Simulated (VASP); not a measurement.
Write the native input for VASP 6.6.1 that does the following.

- Task: single point
- Functional: PBEsol
- Potentials or basis: VASP PAW PBE potentials, release 64 (Mo_sv, S)
- Cutoff: 520 eV
- k mesh: 13 × 13 × 13
- Occupations: fermi-dirac, width 0.05 eV
- Spin: no spin polarisation
- Dipole correction: no
- Further INCAR settings: ALGO = Normal; EDIFF = 1e-07; NBANDS = 20

The structure of MoS2 lies in POSCAR:

```
MoS2
1.0
    1.6125180425      0.9309877259      6.2434257839
   -1.6125180425      0.9309877259      6.2434257839
    0.0000000000     -1.8619754517      6.2434257839
Mo S
1 2
Direct
    0.0000000000      0.0000000000      0.0000000000
    0.7484000000      0.7484000000      0.7484000000
    0.5849000000      0.5849000000      0.5849000000
```

One way to write it, as run:

INCAR

```
SYSTEM = MoS2
PREC     = Accurate       ! precision mode
ENCUT    = 520            ! plane-wave cutoff, eV
EDIFF    = 1E-7           ! SCF threshold, eV
ISMEAR   = -1             ! smearing method
SIGMA    = 0.05           ! smearing width, eV
LREAL    = .False.        ! projectors in reciprocal space
LASPH    = .True.         ! aspherical terms in the spheres
NELM     = 100            ! most SCF steps
ALGO     = Normal         ! electronic algorithm
ISIF     = 2              ! what is computed and relaxed
LWAVE    = .False.        ! write WAVECAR
LCHARG   = .False.        ! write CHGCAR
GGA      = PS             ! functional
NBANDS   = 20             ! bands
```

KPOINTS

```
Automatic mesh
0
Gamma
  13 13 13
  0 0 0
```

Potentials or basis: VASP PAW PBE potentials, release 64 (Mo_sv, S).

The run is started by

```sh
$ cat potpaw_PBE.64/Mo_sv/POTCAR potpaw_PBE.64/S/POTCAR > POTCAR
$ mpirun -np 1 vasp_std > vasp.out
```

It gave:

- Pressure: -4.5 GPa
- Largest force: 0.004 eV/Å
- Band gap on the k mesh: 0.75 eV (least direct gap 1.68 eV)

Caveat: the stress differs along the axes, from -7 to -0 GPa; the PAW data sets were made with another functional, which shifts forces and pressure a little.

It took 17 min on 1 thread of AMD EPYC 9R14 (Zen 4), with other jobs on the host, peak memory 0.45 GiB.
